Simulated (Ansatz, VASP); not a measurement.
# KMgBr3: VASP beside Ansatz

```
K Mg Br
1.0
     5.43575    0.00000    0.00000
     0.00000    5.30317    0.00000
     0.00000    0.00000    5.30317
K Mg Br
1 1 3
Direct
  0.00000 0.00000 0.00000
  0.50000 0.50000 0.50000
  0.50000 0.50000 0.00000
  0.50000 0.00000 0.50000
  0.00000 0.50000 0.50000
```

Change from the starting cell: uniaxial_x strain +2.5%.

Alike in both runs: task single point; functional PBE; k mesh 6 × 6 × 6; occupations fermi-dirac, width 0.02 eV; no spin polarisation.

|  | VASP | Ansatz |
| --- | --- | --- |
| version | VASP 6.6.1 | Ansatz 0.2.0 |
| potentials or method | VASP PAW PBE potentials, release 64 (K_sv, Mg, Br) | plane waves, PAW |
| plane-wave cutoff (eV) | 520 | 420 |
| valence electrons in the cell | 32 | 40 |

|  | VASP | Ansatz | Ansatz less VASP |
| --- | --- | --- | --- |
| gap on the k mesh at the Fermi level (eV) | 2.64 | 2.66 | +0.022 |
| pressure (GPa) | 0.2 | 0.2 | +0.06 |
| traceless stress, the component that is largest in VASP (GPa) | -0.49 | -0.49 | -0.003 |

VASP's potentials hold 32 valence electrons a cell and Ansatz's 40, so a difference there can come from the potentials and not from the codes.
